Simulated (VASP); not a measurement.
# NiO (R-3m) in VASP: a series of runs, part 2 of 2

VASP 6.6.1.

## 4. Single point, PBE+U, collinear spin, antiferromagnetic start

This run uses another cell than the first one, of 9.72 Å³/atom.

INCAR

```
SYSTEM = NiO
PREC = Accurate
ENCUT = 520
EDIFF = 1E-7
ISMEAR = 0
SIGMA = 0.05
LREAL = .False.
LASPH = .True.
NELM = 150
ALGO = Normal
ISIF = 2
LWAVE = .False.
LCHARG = .False.
ISPIN = 2
MAGMOM = 1.86 -1.86 0 0
LORBIT = 11
LMAXMIX = 4
LDAU = .True.
LDAUTYPE = 2
LDAUL = 2 -1
LDAUU = 6.2 0
LDAUJ = 0 0
LDAUPRINT = 1
GGA = PE
NBANDS = 28
```

KPOINTS

```
Automatic mesh
0
Gamma
  10 10 10
  0 0 0
```

POSCAR

```
NiO
1.0
    0.0000000000      2.1345387207      2.1345387207
    2.1345387207      0.0000000000      2.1345387207
    4.2660822267      2.1315435059     -2.1315435059
Ni O
2 2
Direct
    0.0000000000      0.0000000000      0.0000000000
    0.5000000000      0.0000000000      0.5000000000
    0.7500000000      0.4999999999      0.2500000001
    1.2500000000      0.5000000001      0.7499999999
```

Potentials or basis: VASP PAW PBE potentials, release 64 (Ni, O).

Command:

```console
$ cat potpaw_PBE.64/Ni/POTCAR potpaw_PBE.64/O/POTCAR > POTCAR
$ mpirun -np 1 vasp_std > vasp.out
```

OUTCAR:

```text
SYSTEM = NiO
   PREC = Accurate
   ENCUT = 520
   EDIFF = 1E-7
   ISMEAR = 0
   LREAL = .False.
   LASPH = .True.
   NELM = 150
   ISIF = 2
   ISPIN = 2
   LORBIT = 11
   GGA = PE

 ion  position               nearest neighbor table
   1  0.000  0.000  0.000-   3 2.13   4 2.13   4 2.13   3 2.13   3 2.13   4 2.13   2 3.02   2 3.02
                             2 3.02   2 3.02   2 3.02   2 3.02
   2  0.500  0.000  0.500-   3 2.13   4 2.13   4 2.13   3 2.13   3 2.13   4 2.13   1 3.02   1 3.02
                             1 3.02   1 3.02   1 3.02   1 3.02
   3  0.750  0.500  0.250-   2 2.13   2 2.13   2 2.13   1 2.13   1 2.13   1 2.13
   4  0.250  0.500  0.750-   2 2.13   2 2.13   2 2.13   1 2.13   1 2.13   1 2.13

  LATTYP: Found a trigonal (rhomboedric) cell.
 ALAT       =     5.2236398230
 COS(alpha) =     0.8330210882

  Lattice vectors:

 A1 = (   4.2660822267,   2.1315435059,  -2.1315435059)
 A2 = (   2.1315435060,   2.1315435059,  -4.2660822266)
 A3 = (   2.1315435060,   4.2660822266,  -2.1315435059)

Analysis of symmetry for initial positions (statically):
=====================================================================
 Subroutine PRICEL returns following result:

  LATTYP: Found a trigonal (rhomboedric) cell.
 ALAT       =     3.0165760433
 COS(alpha) =     0.4992977773
[... 12 lines left out ...]
 Subroutine GETGRP returns: Found 12 space group operations
 (whereof 12 operations were pure point group operations)
 out of a pool of 12 trial point group operations.

The static configuration has the point symmetry D_3d.

Analysis of symmetry for dynamics (positions and initial velocities):
=====================================================================
 Subroutine PRICEL returns following result:

  LATTYP: Found a trigonal (rhomboedric) cell.
 ALAT       =     3.0165760433
 COS(alpha) =     0.4992977773
[... 12 lines left out ...]
 Subroutine GETGRP returns: Found 12 space group operations
 (whereof 12 operations were pure point group operations)
 out of a pool of 12 trial point group operations.

The dynamic configuration has the point symmetry D_3d.

Analysis of structural, dynamic, and magnetic symmetry:
=====================================================================
 Subroutine PRICEL returns following result:

  LATTYP: Found a trigonal (rhomboedric) cell.
 ALAT       =     3.0165760433
 COS(alpha) =     0.4992977773
[... 12 lines left out ...]
 Subroutine GETGRP returns: Found 12 space group operations
 (whereof 12 operations were pure point group operations)
 out of a pool of 12 trial point group operations.

The overall configuration has the point symmetry D_3d.

 Subroutine INISYM returns: Found 12 space group operations
 (whereof 12 operations are pure point group operations),
 and found     2 'primitive' translations

----------------------------------------------------------------------------------------

                                     Primitive cell

  volume of cell :      19.4305

[... 163 lines left out ...]
  o =  1.0227  v =  0.0004  0.0007 -0.4999 -0.0004  0.8661  0.0000  0.0000  0.0000  0.0000  0.0000      0.0000  0.0000  0.0000  0.0000  0.0000  0.0000  0.0000  0.0000  0.0000  0.0000

atom =   2  type =  1  l = 2

 onsite density matrix

spin component  1

  0.9801 -0.0000 -0.0001 -0.0000  0.0000
 -0.0000  0.9801 -0.0001  0.0000  0.0001
 -0.0001 -0.0001  0.1416 -0.0001 -0.0000
 -0.0000  0.0000 -0.0001  0.9801 -0.0001
  0.0000  0.0001 -0.0000 -0.0001  0.1416

spin component  2

  0.9819  0.0000 -0.0000  0.0000 -0.0000
  0.0000  0.9819 -0.0000 -0.0000  0.0000
 -0.0000 -0.0000  1.0227 -0.0000 -0.0000
  0.0000 -0.0000 -0.0000  0.9819 -0.0000
 -0.0000  0.0000 -0.0000 -0.0000  1.0227

 occupancies and eigenvectors

  o =  0.1416  v =  0.0001 -0.0000  0.8660  0.0001  0.5000  0.0000  0.0000  0.0000  0.0000  0.0000      0.0000  0.0000  0.0000  0.0000  0.0000  0.0000  0.0000  0.0000  0.0000  0.0000
  o =  0.1416  v =  0.0001  0.0001  0.5000 -0.0001 -0.8660  0.0000  0.0000  0.0000  0.0000  0.0000      0.0000  0.0000  0.0000  0.0000  0.0000  0.0000  0.0000  0.0000  0.0000  0.0000
  o =  0.9801  v = -0.4082 -0.8165  0.0001  0.4083 -0.0002  0.0000  0.0000  0.0000  0.0000  0.0000      0.0000  0.0000  0.0000  0.0000  0.0000  0.0000  0.0000  0.0000  0.0000  0.0000
  o =  0.9801  v = -0.7071 -0.0000  0.0002 -0.7071  0.0001  0.0000  0.0000  0.0000  0.0000  0.0000      0.0000  0.0000  0.0000  0.0000  0.0000  0.0000  0.0000  0.0000  0.0000  0.0000
  o =  0.9801  v =  0.5774 -0.5773 -0.0000 -0.5774  0.0000  0.0000  0.0000  0.0000  0.0000  0.0000      0.0000  0.0000  0.0000  0.0000  0.0000  0.0000  0.0000  0.0000  0.0000  0.0000
  o =  0.9818  v =  0.0000  0.0000  0.0000  0.0000  0.0000 -0.5774  0.5774  0.0000  0.5774 -0.0000      0.0000  0.0000  0.0000  0.0000  0.0000  0.0000  0.0000  0.0000  0.0000  0.0000
  o =  0.9819  v =  0.0000  0.0000  0.0000  0.0000  0.0000 -0.4083 -0.8165 -0.0004  0.4082  0.0008      0.0000  0.0000  0.0000  0.0000  0.0000  0.0000  0.0000  0.0000  0.0000  0.0000
  o =  0.9819  v =  0.0000  0.0000  0.0000  0.0000  0.0000  0.7071 -0.0000  0.0008  0.7071  0.0004      0.0000  0.0000  0.0000  0.0000  0.0000  0.0000  0.0000  0.0000  0.0000  0.0000
  o =  1.0227  v =  0.0000  0.0000  0.0000  0.0000  0.0000 -0.0006 -0.0000  0.8660 -0.0006  0.5000      0.0000  0.0000  0.0000  0.0000  0.0000  0.0000  0.0000  0.0000  0.0000  0.0000
  o =  1.0227  v =  0.0000  0.0000  0.0000  0.0000  0.0000  0.0004  0.0007 -0.5000 -0.0004  0.8660      0.0000  0.0000  0.0000  0.0000  0.0000  0.0000  0.0000  0.0000  0.0000  0.0000

 number of electron      32.0000007 magnetization      -0.0000000

 Free energy of the ion-electron system (eV)
  ---------------------------------------------------
  ext. energy  EPLUGINS =         0.00000000
  ---------------------------------------------------
  free energy    TOTEN  =       -20.40953258 eV

  energy without entropy =      -20.40953258  energy(sigma->0) =      -20.40953258

 E-fermi :   5.7743     XC(G=0): -12.2708

 val. band max:        5.4973945036   @ k =   0.0000   0.0000   0.5000
 cond. band min:       8.4501083563   @ k =   0.0000   0.0000   0.0000
 fundamental gap:      2.9527138528
 Fermi energy:         5.7742901860

 spin component 1

 k-point     1 :       0.0000    0.0000    0.0000
  band No.  band energies     occupation
      1     -12.2700      1.00000
      2     -10.9998      1.00000
      3      -1.0249      1.00000
      4      -0.5734      1.00000
      5      -0.5734      1.00000
      6       1.2322      1.00000
[... 1481 lines left out ...]
     27      26.4879      0.00000
     28      27.3525      0.00000

 [... further k-points ...]
[... 5 lines left out ...]
  --------------------------------------------------------------------------------------
  -------------------------------------------------------------------------------------
  Total       -2.3422697     -2.3422697     -2.3422697      0.0047298     -0.0047298     -0.0047298
  in kB      -96.5678764    -96.5678764    -96.5678764      0.1950026     -0.1950026     -0.1950026
  external PRESSURE =     -96.5678764 kB  Pullay stress =       0.0000000 kB

 VOLUME and BASIS-vectors are now :
 -----------------------------------------------------------------------------
  energy-cutoff  :      520.00
  volume of cell :       38.86
      direct lattice vectors                 reciprocal lattice vectors
     0.000000000  2.134538721  2.134538721    -0.117080194  0.351405100  0.117080194
     2.134538721  0.000000000  2.134538721     0.234160387 -0.234324907  0.234324907
     4.266082227  2.131543506 -2.131543506     0.117244713  0.117244713 -0.117244713

 POSITION                                       TOTAL-FORCE (eV/Angst)
 -----------------------------------------------------------------------------------
      0.00000      0.00000      0.00000         0.000000      0.000000     -0.000000
      2.13304      2.13304      0.00150         0.000000     -0.000000     -0.000000
      2.13379      2.13379      2.13529        -0.000000      0.000000      0.000000
      4.26683      2.13229      0.00225        -0.000000     -0.000000     -0.000000
 -----------------------------------------------------------------------------------
    total drift:                                0.000000     -0.000000      0.000000

  FREE ENERGIE OF THE ION-ELECTRON SYSTEM (eV)
  ---------------------------------------------------
  free  energy   TOTEN  =       -20.4095325815 eV

  energy  without entropy=      -20.4095325815  energy(sigma->0) =      -20.40953258

 total charge

# of ion       s       p       d       tot
------------------------------------------
    1        0.324   0.375   8.189   8.888
    2        0.324   0.375   8.189   8.888
    3        1.550   3.440   0.000   4.990
    4        1.550   3.440   0.000   4.990
--------------------------------------------------
tot          3.748   7.631  16.379  27.757

 magnetization (x)

# of ion       s       p       d       tot
------------------------------------------
    1       -0.001  -0.004   1.766   1.761
    2        0.001   0.004  -1.766  -1.761
    3        0.000   0.000   0.000   0.000
    4        0.000   0.000   0.000   0.000
--------------------------------------------------
tot          0.000   0.000   0.000   0.000
```

Run time: 3.2 min. Hardware: 1 thread of AMD EPYC 9R45 (Zen 5), shared host; peak memory 0.27 GiB.

What came out:

| Quantity | Value |
| --- | --- |
| Free energy | -20.4095 eV |
| Pressure | -9.7 GPa |
| Band gap on the k mesh | 2.95 eV |
| Net moment | 0.00 μB per cell |
| Site moments | Ni +1.76, -1.76; O +0.00 μB |
| Valence electrons inside the program's atomic spheres | Ni 8.89; O 4.99 |

Eigenvalues of the final occupation matrices:
```csv
site,spin,trace,eigenvalues
site 1 d,1,4.99,0.98 0.98 0.98 1.02 1.02
site 1 d,2,3.22,0.14 0.14 0.98 0.98 0.98
site 2 d,1,3.22,0.14 0.14 0.98 0.98 0.98
site 2 d,2,4.99,0.98 0.98 0.98 1.02 1.02
```

Caveat: the cell stands under tension. The state reached can hang on the start; a lower one may exist.

## 5. The runs side by side

| cell | gap on the mesh (eV) | pressure (GPa) | moment (μB) |
| --- | --- | --- | --- |
| a = 3.005, b = 3.005, c = 5.199 Å, angles 73.2, 90.0, 60.0°, 4 atoms | 3.05 | -7.6 | 0.00 |
| a = 3.007, b = 3.007, c = 5.203 Å, angles 73.2, 90.0, 60.0°, 4 atoms | 3.04 | -8.0 | 0.00 |
| a = 3.019, b = 3.019, c = 5.224 Å, angles 73.2, 90.0, 60.0°, 4 atoms | 2.95 | -9.7 | 0.00 |

Alike in all rows: task single point; level PBE+U; potentials or basis VASP PAW PBE potentials, release 64 (Ni, O); spin collinear, antiferromagnetic start; Ni d U = 6.2 eV; k mesh 10 × 10 × 10; cutoff (eV) 520; smearing gaussian 0.05 eV.

Caveats: the cell stands under tension.

Absolute energies hang on the potentials; compare differences alone.
